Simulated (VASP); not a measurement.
# TiO2 (P2_1/c) in VASP: settings compared

TiO2 is run at these levels: PBE, LDA+U; tasks: single point.

All numbers are computed with VASP 6.6.1; they aren't measurements. Logs are shortened: lines on timing, memory, paths and dates and some standing lists are left out, and cuts for length are marked.

### Step 1. The cell of the first run

It takes space group P2_1/c (No. 14, monoclinic). Conventional cell: a = 4.813 Å, b = 4.872 Å, c = 5.041 Å, α = 90.00°, β = 99.86°, γ = 90.00°. Within 2.5 Å of Ti (site symmetry 1) lie 7 O at 1.88 to 2.20 Å. Within 2.5 Å of O (site symmetry 1) lie 3 Ti at 1.88 to 2.03 Å and 2 O at 2.41 to 2.43 Å. O (site symmetry 1) has 4 Ti at 2.00 to 2.20 Å and 8 O at 2.41 to 2.80 Å within 2.8 Å.

### Step 2. Single point, PBE

INCAR

```
ALGO     = Normal         # electronic algorithm
EDIFF    = 1E-6           # SCF threshold, eV
ENCUT    = 520            # plane-wave cutoff, eV
GGA      = PE             # functional
ISIF     = 2              # what is computed and relaxed
ISMEAR   = -1             # smearing method
LASPH    = True           # aspherical terms in the spheres
LCHARG   = False          # write CHGCAR
LREAL    = False          # projectors in reciprocal space
LWAVE    = False          # write WAVECAR
NBANDS   = 60             # bands
NELM     = 100            # most SCF steps
PREC     = Accurate       # precision mode
SIGMA    = 0.05           # smearing width, eV
```

KPOINTS

```
k-points
0
Gamma
  2 2 2
```

POSCAR

```
TiO2
1.0
    4.8126997814      0.0000000000      0.0000000000
    0.0000000000      4.8718844600      0.0000000000
   -0.8628854487      0.0000000000      4.9665942755
Ti O
4 8
Direct
    0.2774352600      0.0528083600      0.2131482700
    0.7225647400      0.5528083600      0.2868517300
    0.7225647400      0.9471916400      0.7868517300
    0.2774352600      0.4471916400      0.7131482700
    0.0638382200      0.1769655200      0.8515567400
    0.9361617800      0.6769655200      0.6484432600
    0.9361617800      0.8230344800      0.1484432600
    0.0638382200      0.3230344800      0.3515567400
    0.4453609900      0.7576317400      0.4667718600
    0.5546390100      0.2576317400      0.0332281400
    0.5546390100      0.2423682600      0.5332281400
    0.4453609900      0.7423682600      0.9667718600
```

Potentials or basis: VASP PAW PBE potentials, release 64 (Ti_sv, O).

Started as:

```
cat potpaw_PBE.64/Ti_sv/POTCAR potpaw_PBE.64/O/POTCAR > POTCAR
mpirun -np 1 vasp_std > vasp.out
```

OUTCAR:

```text
EDIFF = 1E-6
   ENCUT = 520
   GGA = PE
   ISIF = 2
   ISMEAR = -1
   LASPH = True
   LREAL = False
   NELM = 100
   PREC = Accurate

 ion  position               nearest neighbor table
   1  0.277  0.053  0.213-   8 1.88   7 1.97   9 2.00  10 2.00   5 2.03  11 2.12  12 2.20
   2  0.723  0.553  0.287-   7 1.88   8 1.97  10 2.00   9 2.00   6 2.03  12 2.12  11 2.20
   3  0.723  0.947  0.787-   6 1.88   5 1.97  11 2.00  12 2.00   7 2.03   9 2.12  10 2.20
   4  0.277  0.447  0.713-   5 1.88   6 1.97  12 2.00  11 2.00   8 2.03  10 2.12   9 2.20
   5  0.064  0.177  0.852-   4 1.88   3 1.97   1 2.03
   6  0.936  0.677  0.648-   3 1.88   4 1.97   2 2.03
   7  0.936  0.823  0.148-   2 1.88   1 1.97   3 2.03
   8  0.064  0.323  0.352-   1 1.88   2 1.97   4 2.03
   9  0.445  0.758  0.467-   1 2.00   2 2.00   3 2.12   4 2.20
  10  0.555  0.258  0.033-   2 2.00   1 2.00   4 2.12   3 2.20
  11  0.555  0.242  0.533-   3 2.00   4 2.00   1 2.12   2 2.20
  12  0.445  0.742  0.967-   4 2.00   3 2.00   2 2.12   1 2.20

  LATTYP: Found a simple monoclinic cell.
 ALAT       =     4.8126997814
 B/A-ratio  =     1.0122976045
 C/A-ratio  =     1.0474359860
 COS(beta)  =    -0.1711736391

  Lattice vectors:

 A1 = (   4.8126997814,   0.0000000000,   0.0000000000)
 A2 = (   0.0000000000,   4.8718844600,   0.0000000000)
 A3 = (  -0.8628854487,   0.0000000000,   4.9665942755)

Analysis of symmetry for initial positions (statically):
=====================================================================
 Subroutine PRICEL returns:
 Original cell was already a primitive cell.

 Routine SETGRP: Setting up the symmetry group for a
 simple monoclinic supercell.

 Subroutine GETGRP returns: Found  4 space group operations
 (whereof  2 operations were pure point group operations)
 out of a pool of  4 trial point group operations.

The static configuration has the point symmetry S_2 .
 The point group associated with its full space group is C_2h.

Analysis of symmetry for dynamics (positions and initial velocities):
=====================================================================
 Subroutine PRICEL returns:
 Original cell was already a primitive cell.

 Routine SETGRP: Setting up the symmetry group for a
 simple monoclinic supercell.

 Subroutine GETGRP returns: Found  4 space group operations
 (whereof  2 operations were pure point group operations)
 out of a pool of  4 trial point group operations.

The dynamic configuration has the point symmetry S_2 .
 The point group associated with its full space group is C_2h.

 Subroutine INISYM returns: Found  4 space group operations
 (whereof  2 operations are pure point group operations),
 and found     1 'primitive' translations

----------------------------------------------------------------------------------------

                                     Primitive cell

  volume of cell :     116.4513

  direct lattice vectors                    reciprocal lattice vectors
     4.812699781  0.000000000  0.000000000     0.207783582  0.000000000  0.036099874
     0.000000000  4.871884460  0.000000000     0.000000000  0.205259383  0.000000000
    -0.862885449  0.000000000  4.966594276     0.000000000  0.000000000  0.201345217

  length of vectors
     4.812699781  4.871884460  5.040994941     0.210896225  0.205259383  0.201345217

  position of ions in fractional coordinates (direct lattice)
     0.277435260  0.052808360  0.213148270
     0.722564740  0.552808360  0.286851730
     0.722564740  0.947191640  0.786851730
     0.277435260  0.447191640  0.713148270
     0.063838220  0.176965520  0.851556740
     0.936161780  0.676965520  0.648443260
     0.936161780  0.823034480  0.148443260
     0.063838220  0.323034480  0.351556740
     0.445360990  0.757631740  0.466771860
     0.554639010  0.257631740  0.033228140
     0.554639010  0.242368260  0.533228140
     0.445360990  0.742368260  0.966771860

  ion indices of the primitive-cell ions
   primitive index   ion index
                 1           1
                 2           2
                 3           3
[... 47 lines left out ...]
   LORBIT       =      0    0 simple, 1 ext, 2 COOP (PROOUT), +10 PAW based schemes
   GGA     = PE    functional components
   LHFCALC =     F    Hartree Fock is set to
   AEXX    =    0.0000 exact exchange contribution
   IVDW    =     0    specifies the selected vdW correction
   LEPSILON=     F    determine dielectric tensor
   LRPA    =     F    only Hartree local field effects (RPA)
 non-spin polarized calculation
  energy-cutoff  :      520.00
  volume of cell :      116.45
 maximum number of plane-waves:      3172
 NGX is ok and might be reduce to    36
   NGX = 17   NGY = 19   NGZ = 19

 number of electron      95.9999990 magnetization

 Free energy of the ion-electron system (eV)
  ---------------------------------------------------
  ext. energy  EPLUGINS =         0.00000000
  ---------------------------------------------------
  free energy    TOTEN  =      -106.89443843 eV

  energy without entropy =     -106.89443843  energy(sigma->0) =     -106.89443843

 E-fermi :   6.8096     XC(G=0): -11.8599

 val. band max:        5.6679871124   @ k =   0.0000   0.0000   0.0000
 cond. band min:       7.9446539599   @ k =   0.5000   0.0000   0.0000
 fundamental gap:      2.2766668475
 Fermi energy:         6.8095557967

 k-point     1 :       0.0000    0.0000    0.0000
  band No.  band energies     occupation
      1     -51.0165      2.00000
      2     -50.9803      2.00000
      3     -50.9793      2.00000
      4     -50.9776      2.00000
      5     -27.4447      2.00000
      6     -27.4170      2.00000
[... 52 lines left out ...]
     59      10.2479      0.00000
     60      10.2664      0.00000

 k-point     2 :       0.5000    0.0000    0.0000
  band No.  band energies     occupation
      1     -51.0040      2.00000
      2     -50.9928      2.00000
      3     -50.9835      2.00000
      4     -50.9733      2.00000
      5     -27.4090      2.00000
      6     -27.3444      2.00000
[... 375 lines left out ...]
      4     -50.9837      2.00000
      5     -27.4155      2.00000
      6     -27.4155      2.00000
[... 52 lines left out ...]
     59       9.6985      0.00000
     60       9.6985      0.00000

------------------------ aborting loop because EDIFF is reached ----------------------------------------

  FORCE on cell =-STRESS in cart. coord.  units (eV):
  Direction    XX          YY          ZZ          XY          YZ          ZX
  --------------------------------------------------------------------------------------
  -------------------------------------------------------------------------------------
  Total        3.5686285      3.5681671      3.8424200      0.0000000      0.0000000     -0.0431561
  in kB       49.0984172     49.0920685     52.8653335      0.0000000      0.0000000     -0.5937569
  external PRESSURE =      50.3519398 kB  Pullay stress =       0.0000000 kB

 VOLUME and BASIS-vectors are now :
 -----------------------------------------------------------------------------
  energy-cutoff  :      520.00
  volume of cell :      116.45
      direct lattice vectors                 reciprocal lattice vectors
     4.812699781  0.000000000  0.000000000     0.207783582  0.000000000  0.036099874
     0.000000000  4.871884460  0.000000000     0.000000000  0.205259383  0.000000000
    -0.862885449  0.000000000  4.966594276     0.000000000  0.000000000  0.201345217

 POSITION                                       TOTAL-FORCE (eV/Angst)
 -----------------------------------------------------------------------------------
      1.15129      0.25728      1.05862         0.013182      0.085636      0.073985
      3.22997      2.69322      1.42468        -0.013182      0.085636     -0.073985
      2.79852      4.61461      3.90797        -0.013182     -0.085636     -0.073985
      0.71985      2.17867      3.54192         0.013182     -0.085636      0.073985
     -0.42756      0.86216      4.22934        -0.016906      0.013845     -0.055829
      3.94593      3.29810      3.22055         0.016906      0.013845      0.055829
      4.37738      4.00973      0.73726         0.016906     -0.013845      0.055829
      0.00388      1.57379      1.74604        -0.016906     -0.013845     -0.055829
      1.74062      3.69109      2.31827        -0.059917      0.019252     -0.002698
      2.64064      1.25515      0.16503         0.059917      0.019252      0.002698
      2.20920      1.18079      2.64833         0.059917     -0.019252      0.002698
      1.30918      3.61673      4.80156        -0.059917     -0.019252     -0.002698
 -----------------------------------------------------------------------------------
    total drift:                               -0.000000      0.000000      0.000000

  FREE ENERGIE OF THE ION-ELECTRON SYSTEM (eV)
  ---------------------------------------------------
  free  energy   TOTEN  =      -106.8944384326 eV

  energy  without entropy=     -106.8944384324  energy(sigma->0) =     -106.89443843
```

Wall time 1.8 min (1 thread of Intel Xeon 8259CL, shared host); peak memory 0.23 GiB.

What came out:

```yaml
Free_energy: -106.8944 eV
Pressure: 5.0 GPa
Largest_force: 0.114 eV/Å
Band_gap_on_the_k_mesh: 2.28 eV (least direct gap 2.34 eV)
```

Forces on the atoms (eV/Å):
```
Ti   0.013  0.086  0.074
Ti  -0.013  0.086 -0.074
Ti  -0.013 -0.086 -0.074
Ti   0.013 -0.086  0.074
O   -0.017  0.014 -0.056
O    0.017  0.014  0.056
O    0.017 -0.014  0.056
O   -0.017 -0.014 -0.056
O   -0.060  0.019 -0.003
O    0.060  0.019  0.003
O    0.060 -0.019  0.003
O   -0.060 -0.019 -0.003
```

Stress tensor (GPa, compression positive):
```
 4.91  0.00 -0.06
 0.00  4.91  0.00
-0.06  0.00  5.29
```

Levels at points of the mesh, in eV from the valence-band top:
| k point | band 45 | band 46 | band 47 | band 48 | band 49 | band 50 | band 51 | band 52 |
| --- | --- | --- | --- | --- | --- | --- | --- | --- |
| (0.00, 0.00, 0.00) | -0.66 | -0.56 | -0.01 | 0.00 | 2.42 | 2.52 | 2.89 | 3.00 |
| (0.50, 0.00, 0.00) | -0.84 | -0.73 | -0.50 | -0.07 | 2.28 | 2.84 | 2.84 | 2.98 |
| (0.00, 0.50, 0.00) | -0.94 | -0.94 | -0.37 | -0.37 | 2.81 | 2.81 | 3.15 | 3.15 |
| (0.50, 0.50, 0.00) | -0.97 | -0.97 | -0.74 | -0.74 | 2.68 | 2.68 | 2.94 | 2.94 |
| (0.00, 0.00, 0.50) | -1.07 | -1.07 | -0.41 | -0.41 | 2.63 | 2.63 | 2.83 | 2.83 |
| (0.50, 0.00, 0.50) | -1.08 | -1.08 | -0.63 | -0.63 | 2.35 | 2.35 | 3.24 | 3.24 |
| (0.00, 0.50, 0.50) | -1.11 | -1.11 | -0.84 | -0.84 | 2.66 | 2.66 | 2.78 | 2.78 |
| (0.50, 0.50, 0.50) | -1.18 | -1.18 | -0.91 | -0.91 | 2.54 | 2.54 | 2.87 | 2.87 |

Caveat: the k points lie up to 0.66 Å⁻¹ apart.

### Step 3. Single point, LDA+U

This run uses another cell than the first one, of 9.37 Å³/atom.

INCAR

```
SYSTEM = TiO2
PREC     = Accurate       ! precision mode
ENCUT    = 600            ! plane-wave cutoff, eV
EDIFF    = 1E-6           ! SCF threshold, eV
ISMEAR   = -1             ! smearing method
SIGMA    = 0.05           ! smearing width, eV
LREAL    = .FALSE.        ! projectors in reciprocal space
LASPH    = .TRUE.         ! aspherical terms in the spheres
NELM     = 200            ! most SCF steps
ALGO     = Normal         ! electronic algorithm
ISIF     = 2              ! what is computed and relaxed
LWAVE    = .FALSE.        ! write WAVECAR
LCHARG   = .FALSE.        ! write CHGCAR
LMAXMIX  = 4              ! l up to which the mixer works
LDAU     = .TRUE.         ! DFT+U
LDAUTYPE = 2            
LDAUL    = 2 -1           ! shell
LDAUU    = 3 0            ! U, eV
LDAUJ    = 0 0          
LDAUPRINT= 1            
NBANDS   = 60             ! bands
GGA_COMPAT= .FALSE.      
KPAR     = 4
```

KPOINTS

```
regular mesh
0
G
  6 6 6
  0 0 0
```

POSCAR

```
TiO2
1.0
    4.7594638345      0.0000000000     -0.0043880341
    0.0000000000      4.8423939684      0.0000000000
   -0.8578689423      0.0000000000      4.8802323697
Ti O
4 8
Direct
    0.2781185262      0.0501299123      0.2096602798
    0.7218814738      0.5501299123      0.2903397202
    0.7218814738      0.9498700877      0.7903397202
    0.2781185262      0.4498700877      0.7096602798
    0.0680029759      0.1668571594      0.8431599963
    0.9319970241      0.6668571594      0.6568400037
    0.9319970241      0.8331428406      0.1568400037
    0.0680029759      0.3331428406      0.3431599963
    0.4436135456      0.7586050920      0.4758920272
    0.5563864544      0.2586050920      0.0241079728
    0.5563864544      0.2413949080      0.5241079728
    0.4436135456      0.7413949080      0.9758920272
```

Potentials or basis: VASP PAW LDA potentials, release 64 (Ti_sv, O).

Started as:

```
cat potpaw_LDA.64/Ti_sv/POTCAR potpaw_LDA.64/O/POTCAR > POTCAR
mpirun -np 4 vasp_std > vasp.out
```

It took 3.6 min on 4 MPI ranks of Intel Xeon Platinum 8259CL at 2.50GHz (Skylake/Cascade Lake), shared host; peak memory 0.53 GiB.

It converged, with:

```yaml
Free_energy: -109.1348 eV
Pressure: 5.2 GPa
Largest_force: 0.257 eV/Å
Band_gap_on_the_k_mesh: 2.47 eV (least direct gap 2.57 eV)
```

Forces on the atoms (eV/Å):
```
Ti   0.194 -0.164 -0.041
Ti  -0.194 -0.164  0.041
Ti  -0.194  0.164  0.041
Ti   0.194  0.164 -0.041
O   -0.083 -0.035 -0.055
O    0.083 -0.035  0.055
O    0.083  0.035  0.055
O   -0.083  0.035 -0.055
O   -0.175 -0.024  0.062
O    0.175 -0.024 -0.062
O    0.175  0.024 -0.062
O   -0.175  0.024  0.062
```

Stress tensor (GPa, compression positive):
```
5.45 0.00 0.39
0.00 5.20 0.00
0.39 0.00 4.83
```

Levels at points of the mesh, in eV from the valence-band top:
| k point | band 46 | band 47 | band 48 | band 49 | band 50 | band 51 |
| --- | --- | --- | --- | --- | --- | --- |
| (0.00, 0.00, 0.00) | -0.63 | -0.10 | 0.00 | 2.67 | 2.82 | 3.24 |
| (0.50, 0.00, 0.00) | -0.78 | -0.54 | -0.12 | 2.47 | 3.17 | 3.22 |
| (0.00, 0.50, 0.00) | -1.00 | -0.49 | -0.49 | 3.16 | 3.16 | 3.41 |
| (0.50, 0.50, 0.00) | -1.05 | -0.82 | -0.82 | 3.03 | 3.03 | 3.20 |
| (0.00, 0.00, 0.50) | -1.21 | -0.49 | -0.49 | 2.99 | 2.99 | 3.03 |
| (0.50, 0.00, 0.50) | -1.21 | -0.64 | -0.64 | 2.61 | 2.61 | 3.51 |
| (0.00, 0.50, 0.50) | -1.22 | -0.85 | -0.85 | 2.92 | 2.92 | 3.03 |
| (0.50, 0.50, 0.50) | -1.33 | -1.01 | -1.01 | 2.81 | 2.81 | 3.18 |

Eigenvalues of the final occupation matrices:
```
    site  spin  trace               eigenvalues
site 1 d     1   0.86  0.09 0.12 0.17 0.23 0.24
site 1 d     2   0.86  0.09 0.12 0.17 0.23 0.24
site 2 d     1   0.86  0.09 0.12 0.17 0.23 0.24
site 2 d     2   0.86  0.09 0.12 0.17 0.23 0.24
site 3 d     1   0.86  0.09 0.12 0.17 0.23 0.24
site 3 d     2   0.86  0.09 0.12 0.17 0.23 0.24
site 4 d     1   0.86  0.09 0.12 0.17 0.23 0.24
site 4 d     2   0.86  0.09 0.12 0.17 0.23 0.24
```

Caveat: the cell stands under pressure.

### Step 4. Single point, PBE

This run uses another cell than the first one, of 9.96 Å³/atom.

INCAR

```
  PREC = Accurate
  ENCUT = 520
  EDIFF = 1E-6
  ISMEAR = -1
  SIGMA = 0.05
  LREAL = F
  LASPH = T
  NELM = 100
  ALGO = Normal
  ISIF = 2
  LWAVE = F
  LCHARG = T
  GGA = PE
  LELF = T
  LVHAR = T
  NBANDS = 60
```

KPOINTS

```
Automatic mesh
0
Gamma
  6 6 6
```

POSCAR

```
TiO2
1.0
    4.8543928662      0.0000000000     -0.0190181311
    0.0000000000      4.9049662221      0.0000000000
   -0.8899870140      0.0000000000      5.0254500363
Ti O
4 8
Direct
    0.2756772458      0.0581464943      0.2173931244
    0.7243227542      0.5581464943      0.2826068756
    0.7243227542      0.9418535057      0.7826068756
    0.2756772458      0.4418535057      0.7173931244
    0.0607479684      0.1812905607      0.8565560199
    0.9392520316      0.6812905607      0.6434439801
    0.9392520316      0.8187094393      0.1434439801
    0.0607479684      0.3187094393      0.3565560199
    0.4499783551      0.7586535157      0.4559432587
    0.5500216449      0.2586535157      0.0440567413
    0.5500216449      0.2413464843      0.5440567413
    0.4499783551      0.7413464843      0.9559432587
```

Potentials or basis: VASP PAW PBE potentials, release 64 (Ti_sv, O).

Started as:

```
cat potpaw_PBE.64/Ti_sv/POTCAR potpaw_PBE.64/O/POTCAR > POTCAR
mpirun -np 1 vasp_std > vasp.out
```

Run time: 4.7 min. Hardware: 1 thread of Intel Xeon 6975P-C (Granite Rapids), shared host; peak memory 0.48 GiB.

Results (log left out):

| Item | Value |
| --- | --- |
| Free energy | -106.9754 eV |
| Pressure | 0.8 GPa |
| Largest force | 0.055 eV/Å |
| Band gap on the k mesh | 2.35 eV (least direct gap 2.38 eV) |

Forces in eV/Å, atoms in the order of the input:
```
Ti   0.028 -0.047 -0.009
Ti  -0.028 -0.047  0.009
Ti  -0.028  0.047  0.009
Ti   0.028  0.047 -0.009
O   -0.030 -0.022  0.005
O    0.030 -0.022 -0.005
O    0.030  0.022 -0.005
O   -0.030  0.022  0.005
O   -0.029 -0.012  0.026
O    0.029 -0.012 -0.026
O    0.029  0.012 -0.026
O   -0.029  0.012  0.026
```

Stress tensor (GPa, compression positive):
```
 0.85  0.00 -0.01
 0.00  0.79  0.00
-0.01  0.00  0.75
```

Levels at points of the mesh, in eV from the valence-band top:
| k point | band 46 | band 47 | band 48 | band 49 | band 50 | band 51 |
| --- | --- | --- | --- | --- | --- | --- |
| (0.00, 0.00, 0.00) | -0.61 | -0.13 | 0.00 | 2.38 | 2.58 | 2.84 |
| (0.50, 0.00, 0.00) | -0.76 | -0.56 | -0.14 | 2.35 | 2.78 | 2.81 |
| (0.00, 0.50, 0.00) | -0.95 | -0.33 | -0.33 | 2.80 | 2.80 | 3.15 |
| (0.50, 0.50, 0.00) | -0.94 | -0.78 | -0.78 | 2.65 | 2.65 | 2.96 |
| (0.00, 0.00, 0.50) | -1.04 | -0.43 | -0.43 | 2.59 | 2.59 | 2.89 |
| (0.50, 0.00, 0.50) | -1.02 | -0.67 | -0.67 | 2.36 | 2.36 | 3.23 |
| (0.00, 0.50, 0.50) | -1.06 | -0.90 | -0.90 | 2.67 | 2.67 | 2.80 |
| (0.50, 0.50, 0.50) | -1.16 | -0.93 | -0.93 | 2.56 | 2.56 | 2.86 |

A k mesh can miss the band edges.

### Step 5. Summary

```csv
level,potentials or basis,U,cell,k mesh,cutoff (eV),gap on the mesh (eV),pressure (GPa),largest force (eV/Å)
PBE,"VASP PAW PBE potentials, release 64 (Ti_sv, O)",-,"a = 4.813, b = 4.872, c = 5.041 Å, angles 90.0, 99.9, 90.0°, 12 atoms, atomic positions A",2 × 2 × 2,520,2.28,5.0,0.11
LDA+U,"VASP PAW LDA potentials, release 64 (Ti_sv, O)",Ti d U = 3.0 eV,"a = 4.759, b = 4.842, c = 4.955 Å, angles 90.0, 100.0, 90.0°, 12 atoms, atomic positions B",6 × 6 × 6,600,2.47,5.2,0.26
PBE,"VASP PAW PBE potentials, release 64 (Ti_sv, O)",-,"a = 4.854, b = 4.905, c = 5.104 Å, angles 90.0, 100.3, 90.0°, 12 atoms, atomic positions C",6 × 6 × 6,520,2.35,0.8,0.06
```

Alike in all rows: task single point; no spin polarisation; smearing fermi-dirac 0.05 eV.

Caveats: some runs use coarse meshes; the cell stands under pressure (at least some runs).

Absolute energies hang on the potentials; compare differences alone.
